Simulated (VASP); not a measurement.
Here is a VASP 6.6.1 calculation.

The input POSCAR:

```
CaSn3Se4
1.0
    6.0632389230      0.0000000000      0.0000000000
    0.0000000000      6.0632389230      0.0000000000
    0.0000000000      0.0000000000      6.0632389230
Sn Se Ca
3 4 1
Direct
    0.5000000000      0.0000000000      0.0000000000
    0.0000000000      0.5000000000      0.0000000000
    0.0000000000      0.0000000000      0.5000000000
    0.0000000000      0.5000000000      0.5000000000
    0.5000000000      0.0000000000      0.5000000000
    0.5000000000      0.5000000000      0.0000000000
    0.0000000000      0.0000000000      0.0000000000
    0.5000000000      0.5000000000      0.5000000000
```

File INCAR.step1:

```
PREC = Accurate ; ENCUT = 520
ISMEAR = -1 ; SIGMA = 0.02
LREAL = F ; LASPH = T
NELM = 80 ; NBANDS = 48
GGA = PE ; ALGO = Normal
EDIFF = 1E-4 ; LWAVE = T
LCHARG = F
```

The input INCAR.step2:

```
PREC = Accurate ; ENCUT = 520
EDIFF = 1E-7 ; ISMEAR = -1
SIGMA = 0.02 ; LREAL = F
LASPH = T ; NELM = 80
ALGO = Normal ; ISIF = 2
LWAVE = F ; LCHARG = F
METAGGA = R2SCAN ; LMIXTAU = T
NBANDS = 48 ; ISTART = 1
```

KPOINTS

```
regular mesh
0
Gamma
  4 4 4
```

Potentials or basis: VASP PAW PBE potentials, release 64 (Sn_d, Se, Ca_sv).

The run is started by

```bash
$ cat potpaw_PBE.64/Sn_d/POTCAR potpaw_PBE.64/Se/POTCAR potpaw_PBE.64/Ca_sv/POTCAR > POTCAR
$ cp INCAR.step1 INCAR
$ mpirun -np 1 vasp_std > vasp.out
$ cp INCAR.step2 INCAR
$ mpirun -np 1 vasp_std > vasp.out
```

Task: What does it give for the band gap on the k mesh?

Result: Zero (filled and empty bands touch).

Task: What does it give for the pressure?

Result: -1.4 GPa.

Caveat: semilocal functionals underestimate gaps, and a narrow one can read as zero; the PAW data sets were made with another functional, which shifts forces and pressure a little; spin-orbit coupling is left out, which moves the levels of the heavy elements.
